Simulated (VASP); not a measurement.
Set up this calculation in VASP 6.6.1, as the native input.

- Task: single point
- Functional: PBE
- Dispersion: D3(BJ)
- Potentials or basis: VASP PAW PBE potentials, release 64 (Al, C, H)
- Cutoff: 520 eV
- k mesh: 3 × 2 × 1
- Occupations: gaussian, width 0.15 eV
- Spin: no spin polarisation
- Dipole correction: no
- Further INCAR settings: LREAL = Auto; ALGO = Normal; EDIFF = 1e-06; NBANDS = 48

The structure of Al18H3C lies in POSCAR:

```
Al18H3C
1.0
    5.7275650000      0.0000000000      0.0000000000
    4.2956740000      7.4403250000      0.0000000000
    0.0000000000      0.0000000000     15.6765370000
Al C H
18 1 3
Direct
    0.1666665958      0.1111111410      0.0637895984
    0.6666666831      0.1111111410      0.0637895984
    0.1666667458      0.4444444295      0.0637895984
    0.6666666585      0.4444444295      0.0637895984
    0.1666666204      0.7777778524      0.0637895984
    0.6666667077      0.7777778524      0.0637895984
   -0.1747740804      0.2231430751      0.2089710884
    0.3293118112      0.2198586755      0.2085160772
   -0.1727987875      0.5564915511      0.2136187986
    0.3253867178      0.5562320194      0.2110978337
   -0.1691922990      0.8849004580      0.2120894430
    0.3247491095      0.8891036346      0.2077297429
   -0.0066228539      0.0032967646      0.3560605891
    0.4816292724      0.0057949082      0.3525334709
   -0.0002206150      0.3243264239      0.3556307110
    0.4954342223      0.3276203660      0.3559710286
    0.0009682143      0.6622552106      0.3639606758
    0.4779457346      0.6734891285      0.3534272907
    0.9139663490      0.6794943769      0.4905057156
    1.1035596495      0.6149110422      0.5267745676
    0.7922382693      0.8206904940      0.5102392831
    0.8001521573      0.6108027539      0.5051003292
```

These files were run (other wordings do the same):

INCAR

```
  ALGO = Normal
  EDIFF = 1E-6
  ENCUT = 520
  GGA = PE
  ISIF = 2
  ISMEAR = 0
  IVDW = 12
  LASPH = True
  LCHARG = False
  LREAL = Auto
  LWAVE = False
  NBANDS = 48
  NELM = 80
  PREC = Accurate
  SIGMA = 0.15
```

KPOINTS

```
k-points
0
Gamma
  3 2 1
```

Potentials or basis: VASP PAW PBE potentials, release 64 (Al, C, H).

Launch:

```sh
$ cat potpaw_PBE.64/Al/POTCAR potpaw_PBE.64/C/POTCAR potpaw_PBE.64/H/POTCAR > POTCAR
$ mpirun -np 1 vasp_std > vasp.out
```

Results of the run:

* Largest force: 0.197 eV/Å
* Band gap on the k mesh: zero (an odd number of electrons rules out a gap without spin polarisation)
* Dispersion energy per atom: -0.200 eV

Caveat: the k points lie up to 0.42 Å⁻¹ apart, too coarse for converged energies and pressures of a metal; there is no dipole correction, which matters where the two faces differ.

Run time: 8.4 min on 1 thread of Intel Xeon 8259CL (shared host), peak memory 0.73 GiB.
